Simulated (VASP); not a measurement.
# Ti4N3O (Pm-3m) in VASP: a series of runs, part 2 of 2

VASP 6.6.1. Earlier steps stand in the parts before.

## 6. Single point, PBE (9.92 Å³/atom)

This run uses another cell than the first one, of 9.92 Å³/atom.

File INCAR:

```
PREC = Accurate
ENCUT = 520
EDIFF = 1E-7
ISMEAR = 0
SIGMA = 0.1
LREAL = False
LASPH = True
NELM = 80
ALGO = Normal
ISIF = 2
LWAVE = False
LCHARG = False
GGA = PE
NBANDS = 44
```

File KPOINTS:

```
regular mesh
0
Gamma
  10 10 10
```

File POSCAR:

```
Ti4N3O
1.0
    4.2966265021      0.0000000000      0.0000000000
    0.0000000000      4.2966265021      0.0000000000
    0.0000000000      0.0000000000      4.2966265021
Ti N O
4 3 1
Direct
    0.0000000000      0.0000000000      0.0000000000
    0.5000000000      0.0000000000      0.5000000000
    0.0000000000      0.5000000000      0.5000000000
    0.5000000000      0.5000000000      0.0000000000
    0.0000000000      0.5000000000      0.0000000000
    0.5000000000      0.0000000000      0.0000000000
    0.0000000000      0.0000000000      0.5000000000
    0.5000000000      0.5000000000      0.5000000000
```

Potentials or basis: VASP PAW PBE potentials, release 64 (Ti_sv, N, O).

Command:

```console
> cat potpaw_PBE.64/Ti_sv/POTCAR potpaw_PBE.64/N/POTCAR potpaw_PBE.64/O/POTCAR > POTCAR
> mpirun -np 1 vasp_std > vasp.out
```

OUTCAR:

```text
PREC = Accurate
   ENCUT = 520
   EDIFF = 1E-7
   ISMEAR = 0
   LREAL = False
   LASPH = True
   NELM = 80
   ISIF = 2
   GGA = PE

 ion  position               nearest neighbor table
   1  0.000  0.000  0.000-   5 2.15   6 2.15   7 2.15   7 2.15   5 2.15   6 2.15
   2  0.500  0.000  0.500-   6 2.15   7 2.15   8 2.15   6 2.15   8 2.15   7 2.15
   3  0.000  0.500  0.500-   5 2.15   7 2.15   8 2.15   5 2.15   7 2.15   8 2.15
   4  0.500  0.500  0.000-   5 2.15   6 2.15   8 2.15   8 2.15   6 2.15   5 2.15
   5  0.000  0.500  0.000-   1 2.15   3 2.15   4 2.15   3 2.15   1 2.15   4 2.15
   6  0.500  0.000  0.000-   1 2.15   2 2.15   4 2.15   2 2.15   4 2.15   1 2.15
   7  0.000  0.000  0.500-   1 2.15   2 2.15   3 2.15   1 2.15   3 2.15   2 2.15
   8  0.500  0.500  0.500-   2 2.15   3 2.15   4 2.15   4 2.15   2 2.15   3 2.15

  LATTYP: Found a simple cubic cell.
 ALAT       =     4.2966265021

  Lattice vectors:

 A1 = (   4.2966265021,   0.0000000000,   0.0000000000)
 A2 = (   0.0000000000,   4.2966265021,   0.0000000000)
 A3 = (   0.0000000000,   0.0000000000,   4.2966265021)

Analysis of symmetry for initial positions (statically):
=====================================================================
 Subroutine PRICEL returns:
 Original cell was already a primitive cell.

 Routine SETGRP: Setting up the symmetry group for a
 simple cubic supercell.

 Subroutine GETGRP returns: Found 48 space group operations
 (whereof 48 operations were pure point group operations)
 out of a pool of 48 trial point group operations.

The static configuration has the point symmetry O_h .

Analysis of symmetry for dynamics (positions and initial velocities):
=====================================================================
 Subroutine PRICEL returns:
 Original cell was already a primitive cell.

 Routine SETGRP: Setting up the symmetry group for a
 simple cubic supercell.

[... 134 lines left out ...]
   IMIX   =      4    mixing-type and parameters
     AMIX     =   0.40;   BMIX     =  1.00
     AMIX_MAG =   1.60;   BMIX_MAG =  1.00
  volume/ion in A,a.u.               =       9.92        66.91
  Fermi-wavevector in a.u.,A,eV,Ry     =   1.562777  2.953220 33.229114  2.442271
  Thomas-Fermi vector in A             =   2.665645
   LORBIT       =      0    0 simple, 1 ext, 2 COOP (PROOUT), +10 PAW based schemes
   GGA     = PE    functional components
   LHFCALC =     F    Hartree Fock is set to
   AEXX    =    0.0000 exact exchange contribution
   IVDW    =     0    specifies the selected vdW correction
   LEPSILON=     F    determine dielectric tensor
   LRPA    =     F    only Hartree local field effects (RPA)
 non-spin polarized calculation
 Gauss-broadening in eV      SIGMA  =   0.10
  energy-cutoff  :      520.00
  volume of cell :       79.32
 maximum number of plane-waves:      2176
 NGX is ok and might be reduce to    32
   NGX = 15   NGY = 15   NGZ = 15

 number of electron      68.9999976 magnetization

 Free energy of the ion-electron system (eV)
  ---------------------------------------------------
  ext. energy  EPLUGINS =         0.00000000
  ---------------------------------------------------
  free energy    TOTEN  =       -76.37884358 eV

  energy without entropy =      -76.35043391  energy(sigma->0) =      -76.36463875

 E-fermi :  11.1173     XC(G=0): -12.7829

 val. band max:       11.1132779117   @ k =   0.2000   0.1000   0.1000
 cond. band min:      11.1206433372   @ k =   0.4000   0.3000   0.0000
 fundamental gap:      0.0073654255
 Fermi energy:        11.1172598199

 k-point     1 :       0.0000    0.0000    0.0000
  band No.  band energies     occupation
      1     -46.8694      2.00000
      2     -46.7736      2.00000
      3     -46.7736      2.00000
      4     -46.6953      2.00000
      5     -23.3628      2.00000
      6     -23.3628      2.00000
[... 1117 lines left out ...]
     43      12.9221      0.00000
     44      13.1653      0.00000

 [... further k-points ...]
[... 5 lines left out ...]
  --------------------------------------------------------------------------------------
  -------------------------------------------------------------------------------------
  Total       -3.3701276     -3.3701276     -3.3701276      0.0000000     -0.0000000     -0.0000000
  in kB      -68.0728799    -68.0728799    -68.0728799      0.0000000     -0.0000000     -0.0000000
  external PRESSURE =     -68.0728799 kB  Pullay stress =       0.0000000 kB

 VOLUME and BASIS-vectors are now :
 -----------------------------------------------------------------------------
  energy-cutoff  :      520.00
  volume of cell :       79.32
      direct lattice vectors                 reciprocal lattice vectors
     4.296626502  0.000000000  0.000000000     0.232740733  0.000000000  0.000000000
     0.000000000  4.296626502  0.000000000     0.000000000  0.232740733  0.000000000
     0.000000000  0.000000000  4.296626502     0.000000000  0.000000000  0.232740733

 POSITION                                       TOTAL-FORCE (eV/Angst)
 -----------------------------------------------------------------------------------
      0.00000      0.00000      0.00000         0.000000      0.000000      0.000000
      2.14831      0.00000      2.14831         0.000000      0.000000      0.000000
      0.00000      2.14831      2.14831         0.000000      0.000000      0.000000
      2.14831      2.14831      0.00000         0.000000      0.000000      0.000000
      0.00000      2.14831      0.00000         0.000000      0.000000      0.000000
      2.14831      0.00000      0.00000         0.000000      0.000000      0.000000
      0.00000      0.00000      2.14831         0.000000      0.000000      0.000000
      2.14831      2.14831      2.14831         0.000000      0.000000      0.000000
 -----------------------------------------------------------------------------------
    total drift:                                0.000000     -0.000000     -0.000000

  FREE ENERGIE OF THE ION-ELECTRON SYSTEM (eV)
  ---------------------------------------------------
  free  energy   TOTEN  =       -76.3788435833 eV

  energy  without entropy=      -76.3504339086  energy(sigma->0) =      -76.36463875
```

It took 2.6 min on 1 thread of AMD EPYC 7R13 (Zen 3), shared host; peak memory 0.25 GiB.

Results:

```
Free energy            : -76.3788 eV
Pressure               : -6.8 GPa
Band gap on the k mesh : zero (an odd number of electrons rules out a gap without spin polarisation)
```

Levels at points of the mesh, in eV from the Fermi level:
| k point | band 30 | band 31 | band 32 | band 33 | band 34 | band 35 | band 36 | band 37 | band 38 | band 39 |
| --- | --- | --- | --- | --- | --- | --- | --- | --- | --- | --- |
| (0.00, 0.00, 0.00) | -3.03 | -3.03 | -3.03 | -2.36 | -2.36 | -2.36 | -0.69 | -0.69 | -0.69 | 0.47 |
| (0.50, 0.00, 0.00) | -4.09 | -3.24 | -3.24 | -2.06 | -1.93 | 0.35 | 0.35 | 0.76 | 0.76 | 0.91 |
| (0.50, 0.50, 0.00) | -5.00 | -5.00 | -4.98 | 0.32 | 0.70 | 0.78 | 0.78 | 0.82 | 1.34 | 1.34 |
| (0.50, 0.50, 0.50) | -5.36 | -5.31 | -5.31 | 1.30 | 1.30 | 1.30 | 1.42 | 1.42 | 1.42 | 1.53 |

Caveat: the cell stands under tension; an odd number of electrons without spin polarisation forces a metal; a magnetic or distorted state may lie lower.

## 7. The runs side by side

| cell | gap on the mesh (eV) | pressure (GPa) |
| --- | --- | --- |
| a = 4.123 Å, 8 atoms | none | 31.0 |
| a = 4.168 Å, 8 atoms | none | 19.2 |
| a = 4.212 Å, 8 atoms | none | 9.1 |
| a = 4.255 Å, 8 atoms | none | 0.5 |
| a = 4.297 Å, 8 atoms | none | -6.8 |

Alike in all rows: task single point; level PBE; potentials or basis VASP PAW PBE potentials, release 64 (Ti_sv, N, O); no spin polarisation; k mesh 10 × 10 × 10; cutoff (eV) 520; smearing gaussian 0.1 eV.

Caveats: an odd number of electrons without spin polarisation forces a metal; a magnetic or distorted state may lie lower; the cell stands under pressure (at least some runs); the cell stands under tension (at least some runs).

Total energies depend on the potentials used, so only differences within one code and one set of settings carry meaning.
